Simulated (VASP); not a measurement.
Set up this calculation in VASP 6.6.1, as the native input.

| Property | Result |
| --- | --- |
| Task | single point |
| Functional | PBEsol |
| Potentials or basis | VASP PAW PBE potentials, release 64 (Se, Ga_d) |
| Cutoff | 520 eV |
| k mesh | 6 × 6 × 6 |
| Occupations | fermi-dirac, width 0.05 eV |
| Spin | no spin polarisation |
| Dipole correction | no |
| Further INCAR settings | ALGO = Normal; EDIFF = 1e-07; NBANDS = 30 |

The structure of Ga3Se lies in POSCAR:

```
Ga3Se
1.0
    4.4027160164      0.0000000000      0.0000000000
    0.0000000000      4.4027160164      0.0000000000
    0.0000000000      0.0000000000      4.4027160164
Se Ga
1 3
Direct
    0.0000000000      0.0000000000      0.0000000000
    0.5000000000      0.5000000000      0.0000000000
    0.5000000000      0.0000000000      0.5000000000
    0.0000000000      0.5000000000      0.5000000000
```

This cell differs from its parent crystal: volume scaled by 0.98.

The input as run:

INCAR

```
PREC = Accurate
ENCUT = 520
EDIFF = 1E-7
ISMEAR = -1
SIGMA = 0.05
LREAL = F
LASPH = T
NELM = 60
ALGO = Normal
ISIF = 2
LWAVE = F
LCHARG = F
GGA = PS
NBANDS = 30
```

KPOINTS

```
Automatic mesh
0
Gamma
  6 6 6
```

Potentials or basis: VASP PAW PBE potentials, release 64 (Se, Ga_d).

The run is started by

```bash
$ cat potpaw_PBE.64/Se/POTCAR potpaw_PBE.64/Ga_d/POTCAR > POTCAR
$ mpirun -np 1 vasp_std > vasp.out
```

It gave:

```yaml
Pressure: -2.9 GPa
```

Caveat: the PAW data sets were made with another functional, which shifts forces and pressure a little.

Wall time 74 s on 1 thread of Intel(R) Xeon(R) Platinum 8488C (Sapphire Rapids) (shared host), peak memory 0.22 GiB.
